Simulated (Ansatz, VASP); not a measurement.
# Two plane-wave programs on C

INCAR

```
SYSTEM = C
PREC = Accurate
ENCUT = 520
EDIFF = 1E-7
ISMEAR = 0
SIGMA = 0.1
LREAL = .FALSE.
LASPH = .TRUE.
NELM = 60
ALGO = Normal
ISIF = 2
LWAVE = .FALSE.
LCHARG = .FALSE.
GGA = PE
NBANDS = 11
```

Contents of KPOINTS:

```
Automatic mesh
0
G
  8 8 6
  0 0 0
```

POSCAR

```
C
1.0
    2.0665087000      0.0000000000      0.0000000000
    0.0000000000      2.2421927200      0.0000000000
    0.0000000000      0.0000000000      2.8255191900
C
2
Direct
    0.0000000000      0.5000000000      0.3477211300
    0.5000000000      0.0000000000      0.6522788700
```

Input for Ansatz:

```yaml
crystal:
  lattice:
    - [2.0665087, 0.0, 0.0]
    - [0.0, 2.24219272, 0.0]
    - [0.0, 0.0, 2.82551919]
  atoms:
    - { symbol: C, position: [0.0, 0.5, 0.34772113] }
    - { symbol: C, position: [0.5, 0.0, 0.65227887] }
basis:
  ecutwfc: 420
kpoints:
  mp_grid: { grid: [8, 8, 6] }
hamiltonian:
  xc: pbe
scf:
  occupations: { method: gaussian, width: 0.1 }
  lower_state_search: "off"
output:
  forces: true
  stress: true
  eigenvalues: true
```

Alike in both runs: task single point; functional PBE; k mesh 8 × 8 × 6; occupations gaussian, width 0.1 eV; no spin polarisation.

```csv
,VASP,Ansatz
version,VASP 6.6.1,Ansatz 0.2.0
potentials or method,"VASP PAW PBE potentials, release 64 (C), cutoff 520 eV","scalar-relativistic, plane waves, PAW"
valence electrons in the cell,8,8
```

|  | VASP | Ansatz | Ansatz less VASP |
| --- | --- | --- | --- |
| gap on the k mesh at the Fermi level (eV) | none | none | - |
| pressure (GPa) | 26.2 | 25.9 | -0.28 |
| traceless stress, the component that is largest in VASP (GPa) | 30.31 | 30.07 | -0.238 |
| rms of the force components (eV/Å) | 1.422 | 1.430 | +0.0074 |

Atom by atom the forces differ by 0.007 eV/Å (rms over components). A gap of «none» marks a metal or a gap that the smearing closes.

The k mesh is coarse, so the values compare programs but aren't converged.
